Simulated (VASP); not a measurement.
A run of VASP 6.6.1:

INCAR

```
PREC = Accurate
ENCUT = 520
EDIFF = 1E-6
ISMEAR = 0
SIGMA = 0.05
LREAL = F
LASPH = T
NELM = 150
ALGO = Normal
ISIF = 2
LWAVE = F
LCHARG = F
ISPIN = 2
MAGMOM = 1.46 -1.46 0 0
LORBIT = 11
LMAXMIX = 4
GGA = PE
NBANDS = 28
```

File KPOINTS:

```
Automatic mesh
0
Gamma
  12 12 8
```

The input POSCAR:

```
NiO
1.0
    2.9130965603      0.0000000000      0.0000000000
   -1.4565482802      2.5228156249      0.0000000000
    0.0000000000      0.0000000000      5.0552182658
Ni O
2 2
Direct
    0.0000000000      0.0000000000      0.0000000000
    0.0068655465      0.0000000000      0.5000000000
    0.3333333333      0.6666666667      0.2499995579
    0.6666666667      0.3333333333      0.7500004421
```

Potentials or basis: VASP PAW PBE potentials, release 64 (Ni, O).

Launch:

```sh
$ cat potpaw_PBE.64/Ni/POTCAR potpaw_PBE.64/O/POTCAR > POTCAR
$ mpirun -np 1 vasp_std > vasp.out
```

Hardware: 1 thread of Oxide Virtual Turin-like Processor (shared host).

Question: How long does it take, and how much memory?

Answer: Wall time 21 min on 1 thread of Oxide Virtual Turin-like Processor, on a shared host, peak memory 0.51 GiB. Counts: scf iterations 16, k points 320.
